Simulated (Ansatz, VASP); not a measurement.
# Tl: VASP beside Ansatz

```
Tl
1.0
     0.00000    2.19737    3.10708
     2.19737    0.00000    3.10708
     2.19737    2.19737    0.00000
Tl
1
Cartesian
  0.0000 0.0000 0.0000
```

Alike in both runs: task single point; functional PBE; dispersion D3(BJ); k mesh 18 × 18 × 18; occupations gaussian, width 0.15 eV; no spin polarisation.

|  | VASP | Ansatz |
| --- | --- | --- |
| version | VASP 6.6.1 | Ansatz 0.2.0 |
| potentials or method | VASP PAW PBE potentials, release 64 (Tl_d), cutoff 520 eV | scalar-relativistic, plane waves, PAW |
| valence electrons in the cell | 13 | 13 |

```csv
,VASP,Ansatz,Ansatz less VASP
gap on the k mesh at the Fermi level (eV),none,none,-
pressure (GPa),1.1,1.2,+0.05
"traceless stress, the component that is largest in VASP (GPa)",-3.76,-3.76,-0.001
```

A gap of «none» marks a metal or a gap that the smearing closes.

Neither program's run includes spin-orbit coupling.
